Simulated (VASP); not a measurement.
# LaH3 (Fm-3m) in VASP: vibrations by perturbation theory with PBEsol

Aim: the vibrations by perturbation theory of LaH3 with PBEsol.

All numbers are computed with VASP 6.6.1; they aren't measurements. Logs are shortened: lines on timing, memory, paths and dates and some standing lists are left out, and cuts for length are marked.

### 1 The cell of the first run

Symmetry: Fm-3m, No. 225, cubic system. Conventional cell: a = 5.501 Å, b = 5.501 Å, c = 5.501 Å, α = 90.00°, β = 90.00°, γ = 90.00°. La (site symmetry m-3m) has 14 H at 2.38 to 2.75 Å within 3.1 Å. H (site symmetry m-3m) has 8 H at 2.38 Å and 6 La at 2.75 Å within 3.1 Å. H (site symmetry -43m) has 4 La at 2.38 Å and 10 H at 2.38 to 2.75 Å within 3.1 Å.

### 2 Vibrations by perturbation theory, PBEsol

INCAR reads:

```
PREC = Accurate ; ENCUT = 520
EDIFF = 1E-8 ; ISMEAR = 0
SIGMA = 0.15 ; LREAL = False
LASPH = True ; NELM = 60
ALGO = Normal ; ISIF = 2
LWAVE = False ; LCHARG = False
GGA = PS ; NBANDS = 15
IBRION = 8 ; NSW = 1
```

KPOINTS reads:

```
Automatic mesh
0
Gamma
  10 10 10
```

POSCAR reads:

```
LaH3
1.0
    0.0000000000      2.7506703232      2.7506703232
    2.7506703232      0.0000000000      2.7506703232
    2.7506703232      2.7506703232      0.0000000000
La H
1 3
Direct
    0.0000000000      0.0000000000      0.0000000000
    0.5000000000      0.5000000000      0.5000000000
    0.2500000000      0.2500000000      0.2500000000
    0.7500000000      0.7500000000      0.7500000000
```

Potentials or basis: VASP PAW PBE potentials, release 64 (La, H).

Launch:

```console
cat potpaw_PBE.64/La/POTCAR potpaw_PBE.64/H/POTCAR > POTCAR
mpirun -np 1 vasp_std > vasp.out
```

OUTCAR:

```text
PREC = Accurate
   ENCUT = 520
   EDIFF = 1E-8
   ISMEAR = 0
   LREAL = False
   LASPH = True
   NELM = 60
   ISIF = 2
   GGA = PS
   IBRION = 8
   NSW = 1

 ion  position               nearest neighbor table
   1  0.000  0.000  0.000-
   2  0.500  0.500  0.500-
   3  0.250  0.250  0.250-
   4  0.750  0.750  0.750-

  LATTYP: Found a face centered cubic cell.
 ALAT       =     5.5013406464

  Lattice vectors:

 A1 = (   0.0000000000,   2.7506703232,   2.7506703232)
 A2 = (   2.7506703232,   0.0000000000,   2.7506703232)
 A3 = (   2.7506703232,   2.7506703232,   0.0000000000)

Analysis of symmetry for initial positions (statically):
=====================================================================
 Subroutine PRICEL returns:
 Original cell was already a primitive cell.

 Routine SETGRP: Setting up the symmetry group for a
 face centered cubic supercell.

 Subroutine GETGRP returns: Found 48 space group operations
 (whereof 48 operations were pure point group operations)
 out of a pool of 48 trial point group operations.

The static configuration has the point symmetry O_h .

Analysis of symmetry for dynamics (positions and initial velocities):
=====================================================================
 Subroutine PRICEL returns:
 Original cell was already a primitive cell.

 Routine SETGRP: Setting up the symmetry group for a
 face centered cubic supercell.

 Subroutine GETGRP returns: Found 48 space group operations
 (whereof 48 operations were pure point group operations)
 out of a pool of 48 trial point group operations.

The dynamic configuration has the point symmetry O_h .
[... 618 lines left out ...]
      1.37534      1.37534      1.37534         0.000000     -0.000000      0.000000
      4.12601      4.12601      4.12601        -0.000000      0.000000     -0.000000
 -----------------------------------------------------------------------------------
    total drift:                                0.000000     -0.000000     -0.000000

  FREE ENERGIE OF THE ION-ELECTRON SYSTEM (eV)
  ---------------------------------------------------
  free  energy   TOTEN  =       -17.7083786189 eV

  energy  without entropy=      -17.7066092234  energy(sigma->0) =      -17.70749392

[... ionic steps 2 to 9 ...]

--------------------------------------- Ionic step       10  -------------------------------------------

 Free energy of the ion-electron system (eV)
  ---------------------------------------------------
  ---------------------------------------------------
  free energy    TOTEN  =        -0.01773197 eV

  energy without entropy =       -0.01773197

------------------------ aborting loop because EDIFF is reached ----------------------------------------

 INTERNAL STRAIN TENSOR  FOR ION    3  DIRECTION 1   (eV/Angst):
 -----------------------------------------------------------------------------
    -0.00114  0.00000  0.00000
    -0.00000  0.00085 -1.82014
     0.00000 -1.82014  0.00085

 INTERNAL STRAIN TENSOR FOR ION    4 for displacements in x,y,z  (eV/Angst):
          X           Y           Z          XY          YZ          ZX
  --------------------------------------------------------------------------------
  x    -0.00000    -0.00000    -0.00000    -0.00000     1.82014    -0.00000
  y     0.00000    -0.00000     0.00000     0.00000     0.00000     1.82014
  z    -0.00000    -0.00000    -0.00000     1.82014     0.00000    -0.00000

 SECOND DERIVATIVES (NOT SYMMETRIZED)
 ------------------------------------
               1X          1Y          1Z          2X          2Y          2Z          3X          3Y          3Z          4X          4Y          4Z
  1X    -3.844213    0.000000    0.000000   -0.619177    0.000000    0.000000    2.231695    0.000000    0.000000    2.231695    0.000000    0.000000
  1Y     0.000000   -3.844213    0.000000    0.000000   -0.619177    0.000000    0.000000    2.231695    0.000000    0.000000    2.231695    0.000000
  1Z     0.000000    0.000000   -3.844213    0.000000    0.000000   -0.619177    0.000000    0.000000    2.231695    0.000000    0.000000    2.231695
  2X    -0.642902    0.000000    0.000000   -0.839011    0.000000    0.000000    0.740957    0.000000    0.000000    0.740957    0.000000    0.000000
  2Y     0.000000   -0.642902    0.000000    0.000000   -0.839011    0.000000    0.000000    0.740957    0.000000    0.000000    0.740957    0.000000
  2Z     0.000000    0.000000   -0.642902    0.000000    0.000000   -0.839011    0.000000    0.000000    0.740957    0.000000    0.000000    0.740957
  3X     2.212351    0.000000    0.000000    0.739312   -0.000000   -0.000000   -3.038903    0.000000    0.000000    0.087240   -0.000000   -0.000000
  3Y     0.000000    2.212351    0.000000   -0.000000    0.739312    0.000000    0.000000   -3.038903    0.000000   -0.000000    0.087240    0.000000
  3Z     0.000000    0.000000    2.212351   -0.000000    0.000000    0.739312    0.000000    0.000000   -3.038903   -0.000000    0.000000    0.087240
  4X     2.212351    0.000000    0.000000    0.739312   -0.000000   -0.000000    0.087240   -0.000000   -0.000000   -3.038903    0.000000    0.000000
  4Y     0.000000    2.212351    0.000000   -0.000000    0.739312    0.000000   -0.000000    0.087240    0.000000    0.000000   -3.038903    0.000000
  4Z     0.000000    0.000000    2.212351   -0.000000    0.000000    0.739312   -0.000000    0.000000    0.087240    0.000000    0.000000   -3.038903

 Eigenvectors and eigenvalues of the dynamical matrix
 ----------------------------------------------------

   1 f  =   28.841375 THz   181.215701 2PiTHz  962.044699 cm-1   119.278287 meV
             X         Y         Z           dx          dy          dz
      0.000000  0.000000  0.000000     0.062996   -0.047421    0.000000
      2.750670  2.750670  2.750670     0.302096   -0.227404   -0.000000
      1.375335  1.375335  1.375335    -0.521094    0.392257   -0.000000
      4.126005  4.126005  4.126005    -0.521094    0.392257    0.000000
[... 71 lines left out ...]
  12 f/i=    0.031781 THz     0.199683 2PiTHz    1.060087 cm-1     0.131434 meV
             X         Y         Z           dx          dy          dz
      0.000000  0.000000  0.000000    -0.081737   -0.001896   -0.985587
      2.750670  2.750670  2.750670    -0.007165   -0.000166   -0.086393
      1.375335  1.375335  1.375335    -0.007018   -0.000163   -0.084617
      4.126005  4.126005  4.126005    -0.007018   -0.000163   -0.084617

--------------------------------------------------------------------------------------------------------

 ELASTIC MODULI CONTR FROM IONIC RELAXATION (kBar)
 Direction    XX          YY          ZZ          XY          YZ          ZX
 --------------------------------------------------------------------------------
 XX          -0.0000     -0.0000     -0.0000      0.0000      0.0000     -0.0000
 YY          -0.0000     -0.0000     -0.0000      0.0000      0.0000      0.0000
 ZZ          -0.0000     -0.0000     -0.0000      0.0000      0.0000     -0.0000
 XY           0.0000      0.0000      0.0000    -81.5825     -0.0000      0.0000
 YZ           0.0000      0.0000      0.0000     -0.0000    -81.5825     -0.0000
 ZX          -0.0000      0.0000     -0.0000      0.0000     -0.0000    -81.5825
 --------------------------------------------------------------------------------
```

stdout:

```text
POSCAR found type information on POSCAR LaH
 POSCAR found :  2 types and       4 ions
 scaLAPACK will be used
 -----------------------------------------------------------------------------
|                                                                             |
|                                                                             |
|     You enforced a specific xc type in the INCAR file but a different       |
|     I HOPE YOU KNOW WHAT YOU ARE DOING!                                     |
|                                                                             |
 -----------------------------------------------------------------------------

 LDA part: xc-table for (Slater+PW92), standard interpolation
 POSCAR, INCAR and KPOINTS ok, starting setup
 FFT: planning ... GRIDC
 FFT: planning ... GRID_SOFT
 FFT: planning ... GRID
 WAVECAR not read
 entering main loop
 Linear response reoptimize wavefunctions to high precision
 Linear response DOF=           3
 Linear response progress:
 first order change of Fermi-energy  -0.36817E-03
 force on displaced ion       1 direction 1 :  -3.844   0.000   0.000
 Linear response progress:
 first order change of Fermi-energy   0.26814E-03
 force on displaced ion       2 direction 1 :  -0.839   0.000   0.000
 Linear response progress:
 first order change of Fermi-energy   0.13499E-04
 force on displaced ion       3 direction 1 :  -3.039   0.000   0.000
 Linear response finished
```

Wall time 5.4 min (1 thread of AMD EPYC 9R45 (Zen 5), shared host); peak memory 0.39 GiB.

What came out:

```
Highest phonon frequency at Γ : 962 cm⁻¹
```

Phonon frequencies in cm⁻¹ (negative: imaginary):
```
              q point                                   frequencies
(0.000, 0.000, 0.000)  -1 -1 -1 336 336 336 922 922 922 962 962 962
```

Caveat: spin-orbit coupling is left out, which moves the levels of the heavy elements.
